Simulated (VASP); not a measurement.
# Ga2GeTeSe (Cmmm) in VASP: a series of runs

The runs below take Ga2GeTeSe through relaxation of cell and atoms, single point, with PBE.

Everything below comes from runs of VASP 6.6.1. Logs are shortened: lines on timing, memory, paths and dates and some standing lists are left out, and cuts for length are marked.

### Step 1. The cell of the first run

Symmetry: Cmmm, No. 65, orthorhombic system. Conventional cell: a = 3.783 Å, b = 7.641 Å, c = 8.230 Å, α = 90.00°, β = 90.00°, γ = 90.00°. Ga (site symmetry m2m) has 1 Ge at 1.88 Å and 2 Ga at 1.89 Å and 1 Se at 1.95 Å within 2.5 Å. Within 2.5 Å of Ge (site symmetry mmm) lie 2 Ga at 1.88 Å and 2 Se at 1.89 Å. Within 5.0 Å of Te (site symmetry mmm) lie 6 Te at 3.78 to 4.26 Å and 2 Se at 4.11 Å and 4 Ge at 4.53 Å and 12 Ga at 4.55 to 4.90 Å. Se (site symmetry mmm) has 2 Ge at 1.89 Å and 2 Ga at 1.95 Å within 2.5 Å.

### Step 2. Relaxation of cell and atoms, PBE

File INCAR:

```
SYSTEM = Ga2GeTeSe
PREC = Accurate ; ENCUT = 600
EDIFF = 1E-6 ; ISMEAR = 0
SIGMA = 0.1 ; LREAL = .FALSE.
LASPH = .TRUE. ; NELM = 100
ALGO = Normal ; ISIF = 3
LWAVE = .FALSE. ; LCHARG = .FALSE.
GGA = PE ; IBRION = 2
NSW = 90 ; EDIFFG = -0.04
```

File KPOINTS:

```
Automatic mesh
0
G
  6 6 2
  0 0 0
```

File POSCAR:

```
Ga2GeTeSe
1.0
    1.8913343900     -3.8207148800      0.0000000000
    1.8913343900      3.8207148800      0.0000000000
    0.0000000000      0.0000000000      8.2296907500
Ga Ge Te Se
2 1 1 1
Direct
    0.2454551000      0.7545449000      0.0000000000
    0.7545449000      0.2454551000      0.0000000000
    0.0000000000      0.0000000000      0.0000000000
    0.5000000000      0.5000000000      0.5000000000
    0.5000000000      0.5000000000      0.0000000000
```

Potentials or basis: VASP PAW PBE potentials, release 64 (Ga_d, Ge_d, Te, Se).

Launch:

```bash
$ cat potpaw_PBE.64/Ga_d/POTCAR potpaw_PBE.64/Ge_d/POTCAR potpaw_PBE.64/Te/POTCAR potpaw_PBE.64/Se/POTCAR > POTCAR
$ mpirun -np 1 vasp_std > vasp.out
```

OUTCAR:

```text
SYSTEM = Ga2GeTeSe
   PREC = Accurate
   ENCUT = 600
   EDIFF = 1E-6
   ISMEAR = 0
   LREAL = .FALSE.
   LASPH = .TRUE.
   NELM = 100
   ISIF = 3
   GGA = PE
   IBRION = 2
   NSW = 90
   EDIFFG = -0.04

 ion  position               nearest neighbor table
   1  0.245  0.755  0.000-   3 1.88   2 1.89   2 1.89   5 1.95   5 2.66   5 2.66   3 2.71   3 2.71

   2  0.755  0.245  0.000-   3 1.88   1 1.89   1 1.89   5 1.95   5 2.66   5 2.66   3 2.71   3 2.71

   3  0.000  0.000  0.000-   1 1.88   2 1.88   5 1.89   5 1.89   2 2.71   2 2.71   1 2.71   1 2.71

   4  0.500  0.500  0.500-
   5  0.500  0.500  0.000-   3 1.89   3 1.89   1 1.95   2 1.95   1 2.66   1 2.66   2 2.66   2 2.66

  LATTYP: Found a base centered orthorhombic cell.
 ALAT       =     3.7826687800
 B/A-ratio  =     2.0201160092
 C/A-ratio  =     2.1756308122

  Lattice vectors:

 A1 = (   1.8913343900,  -3.8207148800,   0.0000000000)
 A2 = (   1.8913343900,   3.8207148800,   0.0000000000)
 A3 = (   0.0000000000,   0.0000000000,   8.2296907500)

Analysis of symmetry for initial positions (statically):
=====================================================================
 Subroutine PRICEL returns:
 Original cell was already a primitive cell.

 Routine SETGRP: Setting up the symmetry group for a
 base centered orthorhombic supercell.

 Subroutine GETGRP returns: Found  8 space group operations
 (whereof  8 operations were pure point group operations)
 out of a pool of  8 trial point group operations.

The static configuration has the point symmetry D_2h.

Analysis of symmetry for dynamics (positions and initial velocities):
=====================================================================
 Subroutine PRICEL returns:
 Original cell was already a primitive cell.

 Routine SETGRP: Setting up the symmetry group for a
 base centered orthorhombic supercell.

 Subroutine GETGRP returns: Found  8 space group operations
 (whereof  8 operations were pure point group operations)
 out of a pool of  8 trial point group operations.

The dynamic configuration has the point symmetry D_2h.

 Subroutine INISYM returns: Found  8 space group operations
 (whereof  8 operations are pure point group operations),
 and found     1 'primitive' translations

----------------------------------------------------------------------------------------

                                     Primitive cell

  volume of cell :     118.9396

  direct lattice vectors                    reciprocal lattice vectors
     1.891334390 -3.820714880  0.000000000     0.264363617 -0.130865562  0.000000000
     1.891334390  3.820714880  0.000000000     0.264363617  0.130865562  0.000000000
     0.000000000  0.000000000  8.229690750     0.000000000  0.000000000  0.121511249

  length of vectors
     4.263215684  4.263215684  8.229690750     0.294981215  0.294981215  0.121511249

  position of ions in fractional coordinates (direct lattice)
     0.245455100  0.754544900  0.000000000
     0.754544900  0.245455100  0.000000000
     0.000000000  0.000000000  0.000000000
     0.500000000  0.500000000  0.500000000
     0.500000000  0.500000000  0.000000000

  ion indices of the primitive-cell ions
   primitive index   ion index
                 1           1
                 2           2
                 3           3
                 4           4
                 5           5

----------------------------------------------------------------------------------------

 KPOINTS: Automatic mesh

Automatic generation of k-mesh.
 Grid dimensions read from file:
 generate k-points for:    6    6    2

 Generating k-lattice:

  Cartesian coordinates                     Fractional coordinates (reciprocal lattice)
     0.044060603 -0.021810927  0.000000000     0.166666667  0.000000000  0.000000000
     0.044060603  0.021810927  0.000000000     0.000000000  0.166666667  0.000000000
     0.000000000  0.000000000  0.060755624     0.000000000  0.000000000  0.500000000

  Length of vectors
     0.049163536  0.049163536  0.060755624

[... 46 lines left out ...]
   NGX = 17   NGY = 17   NGZ = 33

--------------------------------------- Ionic step        1  -------------------------------------------

 number of electron      51.9999991 magnetization

 Free energy of the ion-electron system (eV)
  ---------------------------------------------------
  ext. energy  EPLUGINS =         0.00000000
  ---------------------------------------------------
  free energy    TOTEN  =        11.87264351 eV

  energy without entropy =       11.89971880  energy(sigma->0) =       11.88618115

 E-fermi :   4.5778     XC(G=0):  -9.1531

 val. band max:        4.5662595997   @ k =   0.5000   0.3333   0.0000
 cond. band min:       4.5826178076   @ k =   0.5000   0.0000   0.5000
 fundamental gap:      0.0163582079
 Fermi energy:         4.5777774607

 k-point     1 :       0.0000    0.0000    0.0000
  band No.  band energies     occupation
      1     -22.7066      2.00000
      2     -22.2362      2.00000
      3     -22.1195      2.00000
      4     -21.8940      2.00000
      5     -21.8905      2.00000
      6     -16.6102      2.00000
[... 805 lines left out ...]
     30       9.2189      0.00000
     31      10.6842      0.00000

 [... further k-points ...]
[... 5 lines left out ...]
  --------------------------------------------------------------------------------------
  -------------------------------------------------------------------------------------
  Total      116.5874894    111.8316942     -1.3663986     -0.0000000      0.0000000      0.0000000
  in kB     1570.4932427   1506.4302425    -18.4060896     -0.0000000      0.0000000      0.0000000
  external PRESSURE =    1019.5057985 kB  Pullay stress =       0.0000000 kB
[... 98 lines left out ...]
  FREE ENERGIE OF THE ION-ELECTRON SYSTEM (eV)
  ---------------------------------------------------
  free  energy   TOTEN  =       -12.2052969279 eV

  energy  without entropy=      -12.1496494199  energy(sigma->0) =      -12.17747317

 E-fermi :  -0.0436     XC(G=0):  -6.6655

 val. band max:       -0.0440593431   @ k =   0.3333   0.3333   0.0000
 cond. band min:      -0.0402721199   @ k =   0.1667   0.1667   0.0000
 fundamental gap:      0.0037872232
 Fermi energy:        -0.0436181720

 k-point     1 :       0.0000    0.0000    0.0000
  band No.  band energies     occupation
      1     -24.9566      2.00000
      2     -24.9450      2.00000
      3     -24.9005      2.00000
      4     -24.8836      2.00000
      5     -24.8822      2.00000
      6     -15.2187      2.00000
[... 805 lines left out ...]
     30       1.0678      0.00000
     31       3.1159      0.00000

 [... further k-points ...]

[... ionic steps 4 to 15 ...]

--------------------------------------- Ionic step       16  -------------------------------------------

 number of electron      51.9999966 magnetization

------------------------ aborting loop because EDIFF is reached ----------------------------------------
[... 73 lines left out ...]
--------------------------------------- Ionic step       18  -------------------------------------------

 number of electron      51.9999997 magnetization

 Free energy of the ion-electron system (eV)
  ---------------------------------------------------
  ext. energy  EPLUGINS =         0.00000000
  ---------------------------------------------------
  free energy    TOTEN  =       -14.85550244 eV

  energy without entropy =      -14.82195421  energy(sigma->0) =      -14.83872832

 E-fermi :   1.8419     XC(G=0):  -8.0859

 val. band max:        1.8348884504   @ k =   0.3333   0.3333   0.0000
 cond. band min:       1.8520689189   @ k =   0.1667  -0.0000   0.0000
 fundamental gap:      0.0171804685
 Fermi energy:         1.8419262522

 k-point     1 :       0.0000    0.0000    0.0000
  band No.  band energies     occupation
      1     -22.9608      2.00000
      2     -22.9484      2.00000
      3     -22.9156      2.00000
      4     -22.9139      2.00000
      5     -22.9119      2.00000
      6     -13.2899      2.00000
[... 805 lines left out ...]
     30       3.6248      0.00000
     31       5.3802      0.00000

 [... further k-points ...]
[... 5 lines left out ...]
  --------------------------------------------------------------------------------------
  -------------------------------------------------------------------------------------
  Total       -0.0621268     -0.1760617     -0.0061682      0.0000000      0.0000000      0.0000000
  in kB       -0.5863485     -1.6616585     -0.0582149      0.0000000      0.0000000      0.0000000
  external PRESSURE =      -0.7687407 kB  Pullay stress =       0.0000000 kB
[... 20 lines left out ...]
  FREE ENERGIE OF THE ION-ELECTRON SYSTEM (eV)
  ---------------------------------------------------
  free  energy   TOTEN  =       -14.8555024381 eV

  energy  without entropy=      -14.8219542091  energy(sigma->0) =      -14.83872832

 reached required accuracy - stopping structural energy minimisation
```

It took 21 min on 1 thread of Intel Xeon 6975P-C (Granite Rapids), shared host; peak memory 0.39 GiB.

Results:

- Free energy: -14.8555 eV
- Relaxed volume: 33.95 Å³/atom
- Relaxed cell: a = 5.876 Å, b = 5.876 Å, c = 6.075 Å, α = 90.00°, β = 90.00°, γ = 125.96°
- Space group after relaxing (to 0.05 Å): Cmmm (No. 65)
- Energy gained by relaxing: 5345.6 meV/atom
- Ionic steps: 18
- Pressure after relaxing: -0.1 GPa
- Largest force after relaxing: 0.019 eV/Å
- Band gap on the k mesh: zero (band 26 reaches 2.04 eV, above the bottom of band 27 at 1.54 eV)

Forces in eV/Å, atoms in the order of the input:
```
Ga   0.000 -0.019  0.000
Ga   0.000  0.019  0.000
Ge   0.000  0.000  0.000
Te   0.000  0.000  0.000
Se   0.000  0.000  0.000
```

The path:
```
step  energy change (eV)  largest force (eV/Å)  pressure (GPa)  volume (Å³)
   1              0.0000                3.0335          101.95       118.94
   2              6.3575                0.8633          -34.29       518.51
   3            -24.0779                0.1810           -4.51       293.55
   4            -24.5659                0.1058           -3.79       277.15
   5            -25.2075                0.2257           -1.26       235.49
   6            -25.2091                0.2477           -1.02       232.78
   7            -25.4307                0.2113           -1.34       223.93
   8            -26.0680                0.0211           -1.96       202.90
   9            -26.2355                0.2963            1.77       160.26
  10            -26.5264                0.1510           -1.91       186.63
  11            -26.6548                0.2798           -0.85       173.48
  12            -26.6599                0.2510           -1.23       176.69
  13            -26.6461                0.0624            1.96       158.88
  14            -26.7141                0.1693            0.08       167.95
  15            -26.7236                0.0703            0.07       169.05
  16            -26.7262                0.1011            0.06       168.71
  17            -26.7277                0.0605            0.00       169.22
  18            -26.7281                0.0191           -0.08       169.76
```

Final structure:
```
Ga Ge Te Se
1.0
     2.66945   -5.23419    0.00000
     2.66945    5.23419    0.00000
     0.00000    0.00000    6.07482
Ga Ge Te Se
2 1 1 1
Direct
  0.25508 0.74492 0.00000
  0.74492 0.25508 0.00000
  0.00000 0.00000 0.00000
  0.50000 0.50000 0.50000
  0.50000 0.50000 0.00000
```

Caveat: the k points lie up to 0.52 Å⁻¹ apart in the final cell; the volume moved by over 15 % at a fixed basis, so the end points are rough; spin-orbit coupling is left out, which moves the levels of the heavy elements; this functional lacks dispersion, which binds the layers, so the pressure and a relaxed spacing across them are unreliable.

### Step 3. Relaxation of cell and atoms, PBE

This run uses another cell than the first one, of 33.82 Å³/atom, 1.422 times its volume.

File INCAR:

```
ALGO = Normal ; EDIFF = 1E-6
EDIFFG = -0.04 ; ENCUT = 600
GGA = PE ; IBRION = 2
ISIF = 3 ; ISMEAR = 0
LASPH = T ; LCHARG = F
LREAL = F ; LWAVE = F
NELM = 80 ; NSW = 90
PREC = Accurate ; SIGMA = 0.1
```

File KPOINTS:

```
k-points
0
Gamma
  4 4 4
```

File POSCAR:

```
Ga2GeTeSe
1.0
    2.6698063670     -5.2147252532      0.0000000000
    2.6698063670      5.2147252532      0.0000000000
    0.0000000000      0.0000000000      6.0735631060
Ga Ge Te Se
2 1 1 1
Direct
    0.2554319945      0.7445680055      0.0000000000
    0.7445680055      0.2554319945      0.0000000000
    0.0000000000      0.0000000000      0.0000000000
    0.5000000000      0.5000000000      0.5000000000
    0.5000000000      0.5000000000      0.0000000000
```

Potentials or basis: VASP PAW PBE potentials, release 64 (Ga_d, Ge_d, Te, Se).

Launch:

```bash
$ cat potpaw_PBE.64/Ga_d/POTCAR potpaw_PBE.64/Ge_d/POTCAR potpaw_PBE.64/Te/POTCAR potpaw_PBE.64/Se/POTCAR > POTCAR
$ mpirun -np 1 vasp_std > vasp.out
```

Wall time 4.1 min (1 thread of Intel Xeon 6975P-C (Granite Rapids), shared host); peak memory 0.46 GiB.

It converged, with:

| Quantity | Value |
| --- | --- |
| Free energy | -15.2847 eV |
| Relaxed volume | 32.78 Å³/atom |
| Relaxed cell | a = 6.023 Å, b = 6.023 Å, c = 5.694 Å, α = 90.00°, β = 90.00°, γ = 127.48° |
| Space group after relaxing (to 0.05 Å) | Cmmm (No. 65) |
| Energy gained by relaxing | 43.9 meV/atom |
| Ionic steps | 5 |
| Pressure after relaxing | 0.1 GPa |
| Largest force after relaxing | 0.016 eV/Å |
| Band gap on the k mesh | zero (band 26 reaches 3.23 eV, above the bottom of band 27 at 1.82 eV) |

Forces on the atoms (eV/Å):
```
Ga   0.000  0.016  0.000
Ga   0.000 -0.016  0.000
Ge   0.000  0.000  0.000
Te   0.000  0.000  0.000
Se   0.000  0.000  0.000
```

Stress tensor (GPa, compression positive):
```
 0.07  0.00  0.00
 0.00 -0.01  0.00
 0.00  0.00  0.15
```

Step by step:
| step | energy change (eV) | largest force (eV/Å) | pressure (GPa) | volume (Å³) |
| --- | --- | --- | --- | --- |
| 1 | 0.0000 | 0.1804 | -0.44 | 169.12 |
| 2 | -0.2076 | 0.0278 | -0.52 | 166.59 |
| 3 | -0.2145 | 0.0119 | -0.40 | 166.03 |
| 4 | -0.2144 | 0.0096 | -0.38 | 165.96 |
| 5 | -0.2196 | 0.0164 | 0.07 | 163.90 |

Final structure:
```cif
data_structure
_symmetry_space_group_name_H-M 'P 1'
_symmetry_Int_Tables_number 1
_cell_length_a 6.0230
_cell_length_b 6.0230
_cell_length_c 5.6935
_cell_angle_alpha 90.000
_cell_angle_beta 90.000
_cell_angle_gamma 127.482
_cell_volume 163.90
loop_
_atom_site_label
_atom_site_type_symbol
_atom_site_fract_x
_atom_site_fract_y
_atom_site_fract_z
_atom_site_occupancy
Ga1 Ga 0.25434 0.74566 0.00000 1
Ga2 Ga 0.74566 0.25434 0.00000 1
Ge1 Ge 0.00000 0.00000 0.00000 1
Te1 Te 0.50000 0.50000 0.50000 1
Se1 Se 0.50000 0.50000 0.00000 1
```

Levels at points of the mesh, in eV from the Fermi level:
| k point | band 23 | band 24 | band 25 | band 26 | band 27 | band 28 | band 29 | band 30 |
| --- | --- | --- | --- | --- | --- | --- | --- | --- |
| (0.00, 0.00, 0.00) | -3.20 | -1.59 | -0.28 | -0.14 | 0.21 | 2.11 | 3.64 | 3.72 |
| (0.50, 0.00, 0.00) | -1.15 | -0.62 | -0.46 | -0.41 | -0.21 | 1.15 | 1.96 | 2.04 |
| (0.50, 0.50, 0.00) | -1.30 | -0.65 | -0.58 | -0.19 | 0.03 | 0.80 | 1.03 | 1.93 |
| (0.00, 0.00, 0.50) | -2.09 | -1.55 | -1.07 | -0.81 | -0.54 | -0.23 | 1.57 | 3.68 |
| (0.50, 0.00, 0.50) | -1.67 | -1.32 | -0.58 | -0.58 | -0.48 | 1.17 | 1.19 | 1.61 |
| (0.50, 0.50, 0.50) | -1.85 | -1.26 | -0.88 | -0.54 | -0.51 | 0.36 | 1.07 | 1.67 |

Caveat: spin-orbit coupling is left out, which moves the levels of the heavy elements.

### Step 4. Single point, PBE

This run uses another cell than the first one, of 32.14 Å³/atom, 1.351 times its volume.

File INCAR:

```
SYSTEM = Ga2GeTeSe
  PREC = Accurate
  ENCUT = 520
  EDIFF = 1E-6
  ISMEAR = 0
  SIGMA = 0.1
  LREAL = .FALSE.
  LASPH = .TRUE.
  NELM = 80
  ALGO = Normal
  ISIF = 2
  LWAVE = .FALSE.
  LCHARG = .FALSE.
  GGA = PE
  NBANDS = 34
```

File KPOINTS:

```
regular mesh
0
G
  8 8 8
  0 0 0
```

File POSCAR:

```
Ga2GeTeSe
1.0
    2.6785392704     -5.3781790683      0.0000000000
    2.6785392704      5.3781790683      0.0000000000
    0.0000000000      0.0000000000      5.5776823068
Ga Ge Te Se
2 1 1 1
Direct
    0.2474896444      0.7525103556      0.0000000000
    0.7525103556      0.2474896444      0.0000000000
    0.0000000000      0.0000000000      0.0000000000
    0.5000000000      0.5000000000      0.5000000000
    0.5000000000      0.5000000000      0.0000000000
```

Launch:

```bash
$ cat potpaw_PBE.64/Ga_d/POTCAR potpaw_PBE.64/Ge_d/POTCAR potpaw_PBE.64/Te/POTCAR potpaw_PBE.64/Se/POTCAR > POTCAR
$ mpirun -np 1 vasp_std > vasp.out
```

Wall time 6.4 min (1 thread of Intel Xeon Platinum 8559C (Emerald Rapids), shared host); peak memory 0.73 GiB.

Results (log left out):

```
Free energy            : -15.2169 eV
Pressure               : 0.0 GPa
Band gap on the k mesh : zero (band 26 reaches 3.39 eV, above the bottom of band 27 at 1.86 eV)
```

Stress tensor (GPa, compression positive):
```
 0.06  0.00  0.00
 0.00  0.04  0.00
 0.00  0.00 -0.04
```

Levels at points of the mesh, in eV from the Fermi level:
```csv
k point,band 24,band 25,band 26,band 27,band 28,band 29
"(0.00, 0.00, 0.00)",-1.64,-0.55,-0.47,-0.03,2.10,3.46
"(0.50, 0.00, 0.00)",-0.81,-0.73,-0.59,-0.43,0.91,1.84
"(0.50, 0.50, 0.00)",-0.87,-0.63,-0.52,-0.03,0.57,0.83
"(0.00, 0.00, 0.50)",-1.58,-1.45,-1.25,-0.84,-0.57,1.45
"(0.50, 0.00, 0.50)",-1.69,-0.85,-0.80,-0.76,0.94,0.96
"(0.50, 0.50, 0.50)",-1.33,-1.29,-0.81,-0.57,0.04,0.87
```

Caveat: spin-orbit coupling is left out, which moves the levels of the heavy elements.

### Step 5. Overview

```tsv
task	cell	k mesh	cutoff (eV)	gap on the mesh (eV)	pressure (GPa)	relaxed volume (Å³/atom)	largest force (eV/Å)
relaxation of cell and atoms	relaxed from a = 4.263, b = 4.263, c = 8.230 Å, angles 90.0, 90.0, 127.3°, 5 atoms	6 × 6 × 2	600	none	-0.1	33.95	0.02
relaxation of cell and atoms	relaxed from a = 5.858, b = 5.858, c = 6.074 Å, angles 90.0, 90.0, 125.8°, 5 atoms	4 × 4 × 4	600	none	0.1	32.78	0.02
single point	a = 6.008, b = 6.008, c = 5.578 Å, angles 90.0, 90.0, 127.0°, 5 atoms	8 × 8 × 8	520	none	0.0	-	-
```

Alike in all rows: level PBE; potentials or basis VASP PAW PBE potentials, release 64 (Ga_d, Ge_d, Te, Se); no spin polarisation; smearing gaussian 0.1 eV.

Caveats: some runs use coarse meshes; spin-orbit coupling is left out, which moves the levels of the heavy elements; the volume moved by over 15 % at a fixed basis, so the end points are rough (some runs); this functional lacks dispersion, which binds the layers, so the pressure and a relaxed spacing across them are unreliable (some runs).

Total energies depend on the potentials used, so only differences within one code and one set of settings carry meaning.
